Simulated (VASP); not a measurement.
Write the native input for VASP 6.6.1 that does the following.

| Item | Value |
| --- | --- |
| Task | relaxation of cell and atoms |
| Functional | PBE |
| Potentials or basis | VASP PAW PBE potentials, release 64 (As, Pt) |
| Cutoff | 600 eV |
| k mesh | 18 × 18 × 18 |
| Occupations | gaussian, width 0.1 eV |
| Spin | no spin polarisation |
| Dipole correction | no |
| Further INCAR settings | ALGO = Normal; EDIFF = 1e-07; IBRION = 2; EDIFFG = -0.01; NSW = 100; ISIF = 3 |

The structure of AsPt lies in POSCAR:

```
AsPt
1.0
    0.0000000000      2.7808440800      2.7808440800
    2.7808440800      0.0000000000      2.7808440800
    2.7808440800      2.7808440800      0.0000000000
As Pt
1 1
Direct
    0.0000000000      0.0000000000      0.0000000000
    0.2500000000      0.2500000000      0.2500000000
```

The cell was generated, and may not be a known phase.

One way to write it, as run:

INCAR

```
SYSTEM = AsPt
PREC     = Accurate       ! precision mode
ENCUT    = 600            ! plane-wave cutoff, eV
EDIFF    = 1E-7           ! SCF threshold, eV
ISMEAR   = 0              ! smearing method
SIGMA    = 0.1            ! smearing width, eV
LREAL    = .False.        ! projectors in reciprocal space
LASPH    = .True.         ! aspherical terms in the spheres
NELM     = 80             ! most SCF steps
ALGO     = Normal         ! electronic algorithm
ISIF     = 3              ! what is computed and relaxed
LWAVE    = .False.        ! write WAVECAR
LCHARG   = .False.        ! write CHGCAR
GGA      = PE             ! functional
IBRION   = 2              ! ionic algorithm
NSW      = 100            ! ionic steps
EDIFFG   = -0.01          ! ionic threshold
```

KPOINTS

```
Automatic mesh
0
Gamma
  18 18 18
  0 0 0
```

Potentials or basis: VASP PAW PBE potentials, release 64 (As, Pt).

The run is started by

```console
$ cat potpaw_PBE.64/As/POTCAR potpaw_PBE.64/Pt/POTCAR > POTCAR
$ mpirun -np 1 vasp_std > vasp.out
```

Results of the run:

* Relaxed volume: 22.25 Å³/atom
* Relaxed cell: a = 3.978 Å, b = 3.978 Å, c = 3.978 Å, α = 60.00°, β = 60.00°, γ = 60.00°
* Space group after relaxing (to 0.1 Å): F-43m (No. 216)
* Energy gained by relaxing: 8.9 meV/atom
* Ionic steps: 3
* Pressure after relaxing: 0.0 GPa
* Band gap on the k mesh: zero (an odd number of electrons rules out a gap without spin polarisation)

Caveat: spin-orbit coupling is left out, which moves the levels of the heavy elements; an odd number of electrons without spin polarisation forces a metal; a magnetic or distorted state may lie lower.

Wall time 5.2 min on 1 thread of Intel Xeon 8259CL (shared host), peak memory 0.29 GiB.
